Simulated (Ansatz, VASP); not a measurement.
NiO: VASP beside Ansatz

Contents of INCAR:

```
SYSTEM = NiO
PREC = Accurate
ENCUT = 700
EDIFF = 1E-6
ISMEAR = 0
SIGMA = 0.05
LREAL = .False.
LASPH = .True.
NELM = 200
ALGO = Normal
ISIF = 2
LWAVE = .False.
LCHARG = .False.
ISPIN = 2
MAGMOM = 1.91 0.21
LORBIT = 11
LMAXMIX = 4
LDAU = .True.
LDAUTYPE = 2
LDAUL = 2 -1
LDAUU = 6.2 0
LDAUJ = 0 0
LDAUPRINT = 1
GGA = PE
NBANDS = 23
GGA_COMPAT = .False.
```

The input KPOINTS:

```
Automatic mesh
0
Gamma
  10 10 10
  0 0 0
```

POSCAR

```
NiO
1.0
    0.0000000000      2.1337902789      2.1337902789
    2.1337902789      0.0000000000      2.1337902789
    2.1337902789      2.1337902789      0.0000000000
Ni O
1 1
Direct
    0.0000000000      0.0000000000      0.0000000000
    0.5000000000      0.5000000000      0.5000000000
```

Input for Ansatz:

```yaml
crystal:
  lattice:
    - [0.0, 2.1337902789, 2.1337902789]
    - [2.1337902789, 0.0, 2.1337902789]
    - [2.1337902789, 2.1337902789, 0.0]
  atoms:
    - { symbol: Ni, position: [0.0, 0.0, 0.0], spin: 1.92 }
    - { symbol: O, position: [0.5, 0.5, 0.5] }
basis:
  ecutwfc: 420
  ecutrho_ratio: 4
kpoints:
  mp_grid: { grid: [10, 10, 10] }
hamiltonian:
  xc: pbe
  hubbard:
    sites:
      - { species: Ni, l: d, u_eff: 6.2, starting_ns: start.occupation_matrices }
    ns_hold: { iters: 6 }
scf:
  occupations: { method: gaussian, width: 0.05 }
  lower_state_search: "off"
output:
  forces: true
  stress: true
  eigenvalues: true
  populations: true
  hubbard: { sites: [{ species: Ni, l: d }] }
magnetization:
  spin_polarized: true
```

Alike in both runs: task single point; functional PBE; k mesh 10 × 10 × 10; occupations gaussian, width 0.05 eV; collinear spin; Hubbard terms Ni d U = 6.2 eV.

```csv
,VASP,Ansatz
version,VASP 6.6.1,Ansatz 0.2.0
potentials or method,"VASP PAW PBE potentials, release 64 (Ni_sv_GW, O), cutoff 700 eV","scalar-relativistic, plane waves, PAW"
valence electrons in the cell,24,24
```

Ansatz gave:

* gap on the k mesh at the Fermi level (eV): 1.94
* least direct gap on the mesh (eV): 2.89
* pressure (GPa): 0.0
* net moment per atom (μB): 1.00
* size of the moment on the site where the two differ most (μB): 1.74

Question: Which values does VASP return?

Answer: gap on the k mesh at the Fermi level (eV): 2.00; least direct gap on the mesh (eV): 3.17; pressure (GPa): -2.2; net moment per atom (μB): 1.00; size of the moment on the site where the two differ most (μB): 1.80.

Site moments also hang on the region over which each program counts them. The programs project onto different local orbitals, so the same U acts differently, and such runs can settle in different states. Ansatz's warnings: stability check not made.
